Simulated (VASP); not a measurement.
# BaTiO3 (R3m) in VASP: settings compared

Aim: see how the results for BaTiO3 move with the level of theory and the settings. Levels: PBE, r2SCAN. Tasks: single point.

Everything below comes from runs of VASP 6.6.1. Logs are shortened: lines on timing, memory, paths and dates and some standing lists are left out, and cuts for length are marked.

## 1. The cell of the first run

Symmetry: R3m, No. 160, trigonal system. The conventional cell has a = 5.898 Å, b = 5.898 Å, c = 7.262 Å, α = 90.00°, β = 90.00°, γ = 120.00°. Within 3.8 Å of Ba (site symmetry 3m) lie 12 O at 2.83 to 3.10 Å and 8 Ti at 3.51 to 3.76 Å. Within 2.4 Å of Ti (site symmetry 3m) lie 6 O at 1.84 to 2.36 Å. O (site symmetry m) has 2 Ti at 1.84 to 2.36 Å within 2.4 Å.

## 2. Single point, PBE (strain +3.8%)

File INCAR:

```
ALGO = Normal ; EDIFF = 1E-6
ENCUT = 520 ; GGA = PE
ISIF = 2 ; ISMEAR = -1
LASPH = T ; LCHARG = F
LREAL = F ; LWAVE = F
NBANDS = 28 ; NELM = 80
PREC = Accurate ; SIGMA = 0.02
```

File KPOINTS:

```
k-points
0
Gamma
  6 6 6
```

File POSCAR:

```
BaTiO3
1.0
    2.9487702473      1.7024732960      2.4206441016
   -2.9487702473      1.7024732960      2.4206441016
    0.0000000000     -3.4049465921      2.4206441016
Ba Ti O
1 1 3
Direct
   -0.0111179424     -0.0111179424     -0.0111179424
    0.4716041354      0.4716041354      0.4716041354
    0.5122223179      0.5122223179      0.0342691711
    0.0342691711      0.5122223179      0.5122223179
    0.5122223179      0.0342691711      0.5122223179
```

Potentials or basis: VASP PAW PBE potentials, release 64 (Ba_sv, Ti_sv, O).

On the command line:

```console
> cat potpaw_PBE.64/Ba_sv/POTCAR potpaw_PBE.64/Ti_sv/POTCAR potpaw_PBE.64/O/POTCAR > POTCAR
> mpirun -np 1 vasp_std > vasp.out
```

OUTCAR:

```text
EDIFF = 1E-6
   ENCUT = 520
   GGA = PE
   ISIF = 2
   ISMEAR = -1
   LASPH = T
   LREAL = F
   NELM = 80
   PREC = Accurate

 ion  position               nearest neighbor table
   1  0.989  0.989  0.989-   3 2.83   4 2.83   5 2.83   4 2.96   5 2.96   5 2.96   4 2.96   3 2.96
                             3 2.96   3 3.10   4 3.10   5 3.10   2 3.51   2 3.57   2 3.57   2 3.57
   2  0.472  0.472  0.472-   4 1.84   5 1.84   3 1.84   5 2.36   4 2.36   3 2.36   1 3.51   1 3.57
                             1 3.57   1 3.57   1 3.66   1 3.66   1 3.66   1 3.76
   3  0.512  0.512  0.034-   2 1.84   2 2.36   1 2.83   1 2.96   1 2.96   1 3.10
   4  0.034  0.512  0.512-   2 1.84   2 2.36   1 2.83   1 2.96   1 2.96   1 3.10
   5  0.512  0.034  0.512-   2 1.84   2 2.36   1 2.83   1 2.96   1 2.96   1 3.10

  LATTYP: Found a trigonal (rhomboedric) cell.
 ALAT       =     4.1777002240
 COS(alpha) =     0.0035917364

  Lattice vectors:

 A1 = (   2.9487702473,   1.7024732960,   2.4206441016)
 A2 = (  -2.9487702473,   1.7024732960,   2.4206441016)
 A3 = (   0.0000000000,  -3.4049465921,   2.4206441016)

Analysis of symmetry for initial positions (statically):
=====================================================================
 Subroutine PRICEL returns:
 Original cell was already a primitive cell.

 Routine SETGRP: Setting up the symmetry group for a
 trigonal (rhombohedral) supercell.

 Subroutine GETGRP returns: Found  6 space group operations
 (whereof  6 operations were pure point group operations)
 out of a pool of 12 trial point group operations.

The static configuration has the point symmetry C_3v.

Analysis of symmetry for dynamics (positions and initial velocities):
=====================================================================
 Subroutine PRICEL returns:
 Original cell was already a primitive cell.

 Routine SETGRP: Setting up the symmetry group for a
 trigonal (rhombohedral) supercell.

 Subroutine GETGRP returns: Found  6 space group operations
 (whereof  6 operations were pure point group operations)
 out of a pool of 12 trial point group operations.

The dynamic configuration has the point symmetry C_3v.

 Subroutine INISYM returns: Found  6 space group operations
 (whereof  6 operations are pure point group operations),
 and found     1 'primitive' translations

----------------------------------------------------------------------------------------

                                     Primitive cell

  volume of cell :      72.9127

  direct lattice vectors                    reciprocal lattice vectors
     2.948770247  1.702473296  2.420644102     0.169562210  0.097896788  0.137704396
    -2.948770247  1.702473296  2.420644102    -0.169562210  0.097896788  0.137704396
     0.000000000 -3.404946592  2.420644102     0.000000000 -0.195793575  0.137704396

  length of vectors
     4.177700224  4.177700224  4.177700224     0.239369223  0.239369223  0.239369223

  position of ions in fractional coordinates (direct lattice)
     0.988882058  0.988882058  0.988882058
     0.471604135  0.471604135  0.471604135
     0.512222318  0.512222318  0.034269171
     0.034269171  0.512222318  0.512222318
     0.512222318  0.034269171  0.512222318

  ion indices of the primitive-cell ions
   primitive index   ion index
                 1           1
                 2           2
                 3           3
                 4           4
                 5           5

----------------------------------------------------------------------------------------

 KPOINTS: k-points

Automatic generation of k-mesh.
 Grid dimensions read from file:
 generate k-points for:    6    6    6

 Generating k-lattice:

  Cartesian coordinates                     Fractional coordinates (reciprocal lattice)
     0.028260368  0.016316131  0.022950733     0.166666667  0.000000000  0.000000000
    -0.028260368  0.016316131  0.022950733     0.000000000  0.166666667  0.000000000
     0.000000000 -0.032632263  0.022950733     0.000000000  0.000000000  0.166666667

  Length of vectors
     0.039894870  0.039894870  0.039894870

  Shift w.r.t. Gamma in fractional coordinates (k-lattice)
     0.000000000  0.000000000  0.000000000

 Subroutine IBZKPT returns following result:
 ===========================================

 Found     32 irreducible k-points:

 Following reciprocal coordinates:
            Coordinates               Weight
  0.000000  0.000000  0.000000      1.000000
  0.166667 -0.000000 -0.000000      6.000000
  0.333333 -0.000000  0.000000      6.000000
  0.500000  0.000000 -0.000000      3.000000
  0.166667  0.166667 -0.000000      6.000000
  0.333333  0.166667 -0.000000     12.000000
[... 16 lines left out ...]
  0.500000  0.500000  0.166667      6.000000
 -0.333333  0.500000  0.166667     12.000000
 [... further k-points ...]
   k-points           NKPTS =     32   k-points in BZ     NKDIM =     32   number of bands    NBANDS=     28
   number of dos      NEDOS =    301   number of ions     NIONS =      5
   total plane-waves  NPLWV =  32768
   dimension x,y,z NGX =    32 NGY =   32 NGZ =   32
   dimension x,y,z NGXF=    64 NGYF=   64 NGZF=   64
   ions per type =               1   1   3
   NGX,Y,Z   is equivalent  to a cutoff of  12.73, 12.73, 12.73 a.u.
   NGXF,Y,Z  is equivalent  to a cutoff of  25.47, 25.47, 25.47 a.u.
 SYSTEM =  unknown system
   PREC   = accura    normal or accurate (medium, high low for compatibility)
   ISTART =      0    job   : 0-new  1-cont  2-samecut
   ICHARG =      2    charge: 1-file 2-atom 10-const
   ISPIN  =      1    spin polarized calculation?
   LNONCOLLINEAR =      F non collinear calculations
   LSORBIT =      F    spin-orbit coupling
   LASPH  =      T    aspherical Exc in radial PAW
   ENCUT  =  520.0 eV  38.22 Ry    6.18 a.u.   7.77  7.77  7.77*2*pi/ulx,y,z
   NELM   =     80;   NELMIN=  2; NELMDL= -5     # of ELM steps
   EDIFF  = 0.1E-05   stopping-criterion for ELM
   LREAL  =      F    real-space projection
   EDIFFG = 0.1E-04   stopping-criterion for IOM
   NSW    =      0    number of steps for IOM
   IBRION =     -1    ionic relax: 0-MD 1-quasi-New 2-CG
   NFREE  =      0    steps in history (QN), initial steepest desc. (CG)
   ISIF   =      2    stress and relaxation
   ISYM   =      2    0-nonsym 1-usesym 2-fastsym
   POTIM  = 0.5000    time-step for ionic-motion
   TEBEG  =    0.0;   TEEND  =   0.0 temperature during run
   PSTRESS=    0.0 pullay stress
   NELECT =      40.0000    total number of electrons
   NUPDOWN=      -1.0000    fix difference up-down
   EMIN   =  10.00;   EMAX   =-10.00  energy-range for DOS
   EFERMI =   0.00;   METHOD = LEGACY
   ISMEAR =    -1;   SIGMA  =   0.02  broadening in eV -4-tet -1-fermi 0-gaus
   EFERMI_NEDOS =   21; number of points for ismear=-14 and -15
   IALGO  =     38    algorithm
   IMIX   =      4    mixing-type and parameters
     AMIX     =   0.40;   BMIX     =  1.00
     AMIX_MAG =   1.60;   BMIX_MAG =  1.00
  volume/ion in A,a.u.               =      14.58        98.41
  Fermi-wavevector in a.u.,A,eV,Ry     =   1.340171  2.532557 24.436872  1.796059
  Thomas-Fermi vector in A             =   2.468505
   LORBIT       =      0    0 simple, 1 ext, 2 COOP (PROOUT), +10 PAW based schemes
   GGA     = PE    functional components
   LHFCALC =     F    Hartree Fock is set to
   AEXX    =    0.0000 exact exchange contribution
   IVDW    =     0    specifies the selected vdW correction
   LEPSILON=     F    determine dielectric tensor
   LRPA    =     F    only Hartree local field effects (RPA)
 non-spin polarized calculation
  energy-cutoff  :      520.00
  volume of cell :       72.91
 maximum number of plane-waves:      1988
   NGX = 15   NGY = 15   NGZ = 15

 number of electron      40.0000001 magnetization

 Free energy of the ion-electron system (eV)
  ---------------------------------------------------
  ext. energy  EPLUGINS =         0.00000000
  ---------------------------------------------------
  free energy    TOTEN  =       -39.96155948 eV

  energy without entropy =      -39.96155948  energy(sigma->0) =      -39.96155948

 E-fermi :   3.1882     XC(G=0): -10.5315

 val. band max:        2.7745025862   @ k =   0.5000   0.5000   0.5000
 cond. band min:       5.7339457540   @ k =  -0.1667   0.1667   0.0000
 fundamental gap:      2.9594431678
 Fermi energy:         3.1882174181

 k-point     1 :       0.0000    0.0000    0.0000
  band No.  band energies     occupation
      1     -53.3790      2.00000
      2     -29.6698      2.00000
      3     -29.6480      2.00000
      4     -29.6480      2.00000
      5     -22.3933      2.00000
      6     -13.6854      2.00000
[... 20 lines left out ...]
     27       7.8176      0.00000
     28       8.8390      0.00000

 k-point     2 :       0.1667   -0.0000   -0.0000
  band No.  band energies     occupation
      1     -53.3789      2.00000
      2     -29.6726      2.00000
      3     -29.6522      2.00000
      4     -29.6478      2.00000
      5     -22.3789      2.00000
      6     -13.6812      2.00000
[... 20 lines left out ...]
     27       8.2179      0.00000
     28       9.4727      0.00000

 k-point     3 :       0.3333   -0.0000    0.0000
  band No.  band energies     occupation
      1     -53.3786      2.00000
      2     -29.6818      2.00000
      3     -29.6567      2.00000
      4     -29.6472      2.00000
      5     -22.3500      2.00000
      6     -13.7152      2.00000
[... 20 lines left out ...]
     27       9.1291      0.00000
     28      10.6122      0.00000

 k-point     4 :       0.5000    0.0000   -0.0000
  band No.  band energies     occupation
      1     -53.3785      2.00000
      2     -29.6877      2.00000
      3     -29.6577      2.00000
      4     -29.6470      2.00000
      5     -22.3354      2.00000
      6     -13.7488      2.00000
[... 578 lines left out ...]
     27       9.7403      0.00000
     28      10.3719      0.00000

 k-point    23 :       0.5000    0.5000    0.1667
  band No.  band energies     occupation
      1     -53.3779      2.00000
      2     -29.6918      2.00000
      3     -29.6750      2.00000
      4     -29.6570      2.00000
      5     -22.2852      2.00000
      6     -13.2307      2.00000
[... 20 lines left out ...]
     27      10.5611      0.00000
     28      10.8630      0.00000

 k-point    24 :      -0.3333    0.5000    0.1667
  band No.  band energies     occupation
      1     -53.3780      2.00000
      2     -29.6896      2.00000
      3     -29.6711      2.00000
      4     -29.6569      2.00000
      5     -22.2952      2.00000
      6     -13.3655      2.00000
[... 20 lines left out ...]
     27      10.2834      0.00000
     28      10.7002      0.00000

 [... further k-points ...]

------------------------ aborting loop because EDIFF is reached ----------------------------------------

  FORCE on cell =-STRESS in cart. coord.  units (eV):
  Direction    XX          YY          ZZ          XY          YZ          ZX
  --------------------------------------------------------------------------------------
  -------------------------------------------------------------------------------------
  Total       -2.3369106     -2.3369106     -1.5739551      0.0000000      0.0000000      0.0000000
  in kB      -51.3510401    -51.3510401    -34.5859323      0.0000000      0.0000000      0.0000000
  external PRESSURE =     -45.7626708 kB  Pullay stress =       0.0000000 kB

 VOLUME and BASIS-vectors are now :
 -----------------------------------------------------------------------------
  energy-cutoff  :      520.00
  volume of cell :       72.91
      direct lattice vectors                 reciprocal lattice vectors
     2.948770247  1.702473296  2.420644102     0.169562210  0.097896788  0.137704396
    -2.948770247  1.702473296  2.420644102    -0.169562210  0.097896788  0.137704396
     0.000000000 -3.404946592  2.420644102     0.000000000 -0.195793575  0.137704396

 POSITION                                       TOTAL-FORCE (eV/Angst)
 -----------------------------------------------------------------------------------
      0.00000     -0.00000      7.18119        -0.000000     -0.000000      0.022020
      0.00000     -0.00000      3.42476        -0.000000     -0.000000      0.211394
      0.00000      1.62740      2.56277        -0.000000      0.179096     -0.077805
     -1.40937     -0.81370      2.56277        -0.155102     -0.089548     -0.077805
      1.40937     -0.81370      2.56277         0.155102     -0.089548     -0.077805
 -----------------------------------------------------------------------------------
    total drift:                               -0.000000     -0.000000      0.000325

  FREE ENERGIE OF THE ION-ELECTRON SYSTEM (eV)
  ---------------------------------------------------
  free  energy   TOTEN  =       -39.9615594805 eV

  energy  without entropy=      -39.9615594805  energy(sigma->0) =      -39.96155948
```

Wall time 96 s (1 thread of Intel Xeon 8259CL, shared host); peak memory 0.22 GiB.

Results:

* Free energy: -39.9616 eV
* Pressure: -4.6 GPa
* Largest force: 0.211 eV/Å
* Band gap on the k mesh: 2.96 eV (least direct gap 3.58 eV)

Forces in eV/Å, atoms in the order of the input:
```
Ba   0.000  0.000  0.022
Ti   0.000  0.000  0.211
O    0.000  0.179 -0.078
O   -0.155 -0.090 -0.078
O    0.155 -0.090 -0.078
```

Levels at points of the mesh, in eV from the valence-band top:
| k point | band 16 | band 17 | band 18 | band 19 | band 20 | band 21 | band 22 | band 23 | band 24 | band 25 |
| --- | --- | --- | --- | --- | --- | --- | --- | --- | --- | --- |
| (0.00, 0.00, 0.00) | -1.46 | -0.95 | -0.86 | -0.85 | -0.85 | 3.08 | 3.08 | 3.25 | 4.66 | 4.66 |
| (0.50, 0.00, 0.00) | -1.97 | -1.52 | -1.34 | -1.19 | -0.97 | 3.19 | 3.74 | 3.98 | 4.64 | 5.61 |
| (0.50, 0.50, 0.00) | -2.38 | -1.51 | -0.94 | -0.81 | -0.10 | 3.79 | 3.93 | 4.15 | 4.76 | 7.04 |
| (0.50, 0.50, 0.50) | -2.40 | -2.24 | -0.08 | -0.08 | 0.00 | 3.96 | 4.36 | 4.36 | 6.04 | 6.04 |

Caveat: the cell differs from its parent crystal (strain +3.8%); the cell stands under tension; spin-orbit coupling is left out, which moves the levels of the heavy elements.

(Continued in part 2 of 2.)
